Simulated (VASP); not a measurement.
Crystal: AgC2.

```xyz
3
Lattice="0.0000 2.7764 2.7764 2.7764 0.0000 2.7764 2.7764 2.7764 0.0000" Properties=species:S:1:pos:R:3 pbc="T T T"
Ag    0.0000    0.0000    0.0000
C     1.3882    1.3882    1.3882
C     4.1646    4.1646    4.1646
```

The cell was built from a structure type or drawn by symmetry, and may not be a known phase.

* Program: VASP 6.6.1
* Task: relaxation of cell and atoms
* Functional: PBE
* Potentials or basis: VASP PAW PBE potentials, release 64 (Ag, C)
* Cutoff: 600 eV
* k mesh: 6 × 6 × 6
* Occupations: gaussian, width 0.2 eV
* Spin: no spin polarisation

At the start: pressure -17.5 GPa; volume 14.27 Å³/atom.

Where does the relaxation end?

Over 3 steps the energy falls by 170.4 meV/atom and the volume is 11.69 Å³/atom (-18.1 %); space group Fm-3m (No. 225, to 0.1 Å) before and after.

The path:
```tsv
step	energy change (eV)	largest force (eV/Å)	pressure (GPa)	volume (Å³)
1	0.0000	0.0000	-17.51	42.80
2	-0.4915	0.0000	5.44	33.85
3	-0.5113	0.0000	0.01	35.06
```

Final structure:
```
Ag C
1.0
     0.00000    2.59773    2.59773
     2.59773    0.00000    2.59773
     2.59773    2.59773    0.00000
Ag C
1 2
Direct
  0.00000 0.00000 0.00000
  0.25000 0.25000 0.25000
  0.75000 0.75000 0.75000
```

Caveat: the volume moved by over 15 % at a fixed basis, so the end points are rough.
